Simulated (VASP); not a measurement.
IrRh2:

```
Ir Rh
1.0
     2.74963    0.00000    0.00000
    -1.37482    2.38125    0.00000
     0.00000    0.00000   13.07599
Ir Rh
2 4
Cartesian
  1.3748 0.7937 4.3479
  1.3748 0.7937 8.7281
  1.3748 0.7937 0.0000
  0.0000 1.5875 10.8944
  0.0000 1.5875 2.1816
  0.0000 1.5875 6.5380
```

| Item | Value |
| --- | --- |
| Program | VASP 6.6.1 |
| Task | relaxation of cell and atoms |
| Functional | PBE |
| Potentials or basis | VASP PAW PBE potentials, release 64 (Ir, Rh_pv) |
| Cutoff | 600 eV |
| k mesh | 18 × 18 × 4 |
| Occupations | gaussian, width 0.1 eV |
| Spin | no spin polarisation |

At the start: pressure -0.2 GPa; volume 14.27 Å³/atom.

Problem. How do energy, volume and symmetry change on relaxing?

Solution. Over 6 steps the energy falls by 3.1 meV/atom and the volume is 14.25 Å³/atom (-0.2 %); space group P-6m2 (No. 187, to 0.1 Å) before and after.

Step by step:
| step | energy change (eV) | largest force (eV/Å) | pressure (GPa) | volume (Å³) |
| --- | --- | --- | --- | --- |
| 1 | 0.0000 | 0.0633 | -0.22 | 85.62 |
| 2 | -0.0163 | 0.0221 | 0.40 | 85.36 |
| 3 | -0.0183 | 0.0019 | 0.20 | 85.43 |
| 4 | -0.0183 | 0.0007 | 0.19 | 85.43 |
| 5 | -0.0181 | 0.0054 | -0.48 | 85.63 |
| 6 | -0.0183 | 0.0020 | 0.00 | 85.49 |

Final structure:
```xyz
6
Lattice="2.7321 0.0000 0.0000 -1.3661 2.3661 0.0000 0.0000 0.0000 13.2240" Properties=species:S:1:pos:R:3 pbc="T T T"
Ir    1.3661    0.7887    4.3992
Ir    1.3661    0.7887    8.8249
Rh    1.3661    0.7887    0.0000
Rh    0.0000    1.5774   11.0201
Rh    0.0000    1.5774    2.2040
Rh    0.0000    1.5774    6.6120
```

Caveat: the highest band is partly filled, so the run has too few bands.
